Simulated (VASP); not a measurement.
**Zr: relaxation of cell and atoms with PBEsol+U**

The system is Zr.

```xyz
2
Lattice="3.2320 0.0000 0.0000 -1.6160 2.7990 0.0000 0.0000 0.0000 5.1470" Properties=species:S:1:pos:R:3 pbc="T T T"
Zr    0.0000    1.8660    1.2868
Zr    1.6160    0.9330    3.8603
```

```
Program                : VASP 6.6.1
Task                   : relaxation of cell and atoms
Functional             : PBEsol
Potentials or basis    : VASP PAW PBE potentials, release 64 (Zr_sv)
Cutoff                 : 600 eV
k mesh                 : 12 × 12 × 6
Occupations            : fermi-dirac, width 0.05 eV
Spin                   : no spin polarisation
Hubbard terms          : Zr d U = 4.0 eV
Dipole correction      : no
Further INCAR settings : ALGO = Normal; EDIFF = 1e-06; IBRION = 2; EDIFFG = -0.002; NSW = 100; ISIF = 3
```

```yaml
Relaxed_volume: 24.96 Å³/atom
Relaxed_cell: a = 3.309 Å, b = 3.309 Å, c = 5.264 Å, α = 90.00°, β = 90.00°, γ = 120.00°
Space_group_after_relaxing_to_0.05_Å: P6_3/mmc (No. 194)
Energy_gained_by_relaxing: 37.2 meV/atom
Ionic_steps: 12
Pressure_after_relaxing: 0.0 GPa
Band_gap_on_the_k_mesh: zero (band 12 reaches 9.78 eV, above the bottom of band 13 at 8.43 eV)
```

Step by step:
| step | energy change (eV) | largest force (eV/Å) | pressure (GPa) | volume (Å³) |
| --- | --- | --- | --- | --- |
| 1 | 0.0000 | 0.0000 | 7.43 | 46.56 |
| 2 | 0.0236 | 0.0000 | -6.85 | 54.23 |
| 3 | -0.0743 | 0.0000 | -0.12 | 49.98 |
| 4 | -0.0743 | 0.0000 | 0.02 | 49.91 |
| 5 | -0.0743 | 0.0000 | 0.02 | 49.91 |
| 6 | -0.0743 | 0.0000 | 0.02 | 49.91 |
| 7 | -0.0743 | 0.0000 | 0.01 | 49.94 |
| 8 | -0.0743 | 0.0000 | -0.10 | 49.97 |
| 9 | -0.0743 | 0.0000 | -0.04 | 49.94 |
| 10 | -0.0743 | 0.0000 | -0.06 | 49.94 |
| 11 | -0.0743 | 0.0000 | -0.03 | 49.94 |
| 12 | -0.0743 | 0.0000 | 0.00 | 49.92 |

Final structure:
```
CELL_PARAMETERS angstrom
3.30918 0.00000 0.00000
-1.65459 2.86583 0.00000
0.00000 0.00000 5.26398
ATOMIC_POSITIONS crystal
Zr 0.33333 0.66667 0.25000
Zr 0.66667 0.33333 0.75000
```

Levels at points of the mesh, in eV from the Fermi level:
| k point | band 10 | band 11 | band 12 | band 13 | band 14 | band 15 |
| --- | --- | --- | --- | --- | --- | --- |
| (0.00, 0.00, 0.00) | -3.05 | 0.33 | 1.07 | 1.07 | 1.19 | 1.74 |
| (0.50, 0.00, 0.00) | -2.33 | -1.88 | -0.78 | 0.74 | 0.85 | 1.39 |
| (0.00, 0.00, 0.50) | -4.49 | 0.06 | 0.06 | 1.00 | 1.00 | 1.00 |
| (0.50, 0.00, 0.50) | -2.79 | -0.85 | -0.85 | 0.92 | 0.92 | 2.37 |

Eigenvalues of the final occupation matrices:
```tsv
site	spin	trace	eigenvalues
site 1 d	1	0.69	0.11 0.11 0.15 0.15 0.16
site 1 d	2	0.69	0.11 0.11 0.15 0.15 0.16
site 2 d	1	0.69	0.11 0.11 0.15 0.15 0.16
site 2 d	2	0.69	0.11 0.11 0.15 0.15 0.16
```

Run time: 2.6 min on 1 thread of Intel(R) Xeon(R) 6975P-C (Granite Rapids), with other jobs on the host, peak memory 0.22 GiB.

Caveat: the PAW data sets were made with another functional, which shifts forces and pressure a little; U without spin polarisation on a metal has little footing; the U is typed as a test and isn't derived for this compound. Zero-point motion and thermal expansion aren't in these numbers.
